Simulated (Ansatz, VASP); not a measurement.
# GaAs: VASP beside Ansatz

File INCAR:

```
SYSTEM = GaAs
ALGO     = Normal         ! electronic algorithm
EDIFF    = 1E-7           ! SCF threshold, eV
EDIFFG   = -0.005         ! ionic threshold
ENCUT    = 600            ! plane-wave cutoff, eV
GGA      = PS             ! functional
IBRION   = 2              ! ionic algorithm
ISIF     = 3              ! what is computed and relaxed
ISMEAR   = -1             ! smearing method
LASPH    = .TRUE.         ! aspherical terms in the spheres
LCHARG   = .FALSE.        ! write CHGCAR
LREAL    = .FALSE.        ! projectors in reciprocal space
LWAVE    = .FALSE.        ! write WAVECAR
NELM     = 60             ! most SCF steps
NSW      = 60             ! ionic steps
PREC     = Accurate       ! precision mode
SIGMA    = 0.08           ! smearing width, eV
```

The input KPOINTS:

```
k-points
0
G
  11 11 11
  0 0 0
```

The input POSCAR:

```
GaAs
1.0
    0.0000000000      2.8976292420      2.8976292420
    2.8976292420      0.0000000000      2.8976292420
    2.8976292420      2.8976292420      0.0000000000
Ga As
1 1
Direct
    0.0000000000      0.0000000000      0.0000000000
    0.2500000000      0.2500000000      0.2500000000
```

Input for Ansatz:

```yaml
crystal:
  lattice:
    - [0.0, 2.897629242, 2.897629242]
    - [2.897629242, 0.0, 2.897629242]
    - [2.897629242, 2.897629242, 0.0]
  atoms:
    - { symbol: Ga, position: [0.0, 0.0, 0.0] }
    - { symbol: As, position: [0.25, 0.25, 0.25] }
kpoints:
  mp_grid: { grid: [11, 11, 11] }
scf:
  occupations: { method: fermi_dirac, width: 0.08 }
hamiltonian:
  xc: pbesol
  pseudopotentials: { kind: paw }
output:
  forces: true
  stress: true
  write_density: true
  write_potential: true
  elf: true
  volumetric_format: npy
relax:
  f_tol: 0.005
  max_steps: 40
  cell: {}
```

Alike in both runs: task relaxation of cell and atoms; functional PBEsol; k mesh 11 × 11 × 11; occupations fermi-dirac, width 0.08 eV; no spin polarisation.

|  | VASP | Ansatz |
| --- | --- | --- |
| version | VASP 6.6.1 | Ansatz 0.2.0 |
| potentials or method | VASP PAW PBE potentials, release 64 (Ga_d, As) | PAW with Ansatz's default frozen-core files, scalar-relativistic |
| plane-wave cutoff (eV) | 600 | 420 |
| valence electrons in the cell | 18 | 28 |

Ansatz gave:

* relaxed volume (Å³/atom): 22.66
* relaxed cell length with the largest relative difference (Å): 4.002

Question: Estimate VASP's values.

Answer: Relaxed volume (Å³/atom): 22.71; relaxed cell length with the largest relative difference (Å): 4.005.

VASP's potentials were made for PBE, not for PBEsol. VASP's potentials hold 18 valence electrons a cell and Ansatz's 28, so a difference there can come from the potentials and not from the codes.
